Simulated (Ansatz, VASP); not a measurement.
# BeBi3 in VASP and in Ansatz

```
CELL_PARAMETERS angstrom
4.82874 0.00000 0.00000
0.00000 4.82874 0.00000
0.00000 0.00000 4.82874
ATOMIC_POSITIONS crystal
Be 0.00000 0.00000 0.00000
Bi 0.00000 0.50000 0.50000
Bi 0.50000 0.00000 0.50000
Bi 0.50000 0.50000 0.00000
```

Alike in both runs: functional PBE; k mesh 4 × 4 × 4; occupations gaussian, width 0.1 eV; no spin polarisation.

Ansatz relaxed the structure, and its values are those at the end. VASP's run is a single point on that final structure, the one shown.

```csv
,VASP,Ansatz
version,VASP 6.6.1,Ansatz 0.2.0
potentials or method,"VASP PAW PBE potentials, release 64 (Be, Bi_d), cutoff 520 eV","scalar-relativistic, plane waves, PAW"
valence electrons in the cell,47,47
```

|  | VASP | Ansatz | Ansatz less VASP |
| --- | --- | --- | --- |
| gap on the k mesh at the Fermi level (eV) | none | none | - |
| pressure (GPa) | -0.1 | -0.1 | +0.06 |

A gap of «none» marks a metal or a gap that the smearing closes. With one functional, cell and mesh, what is left measures potentials, basis and numerics.

Neither program's run includes spin-orbit coupling.
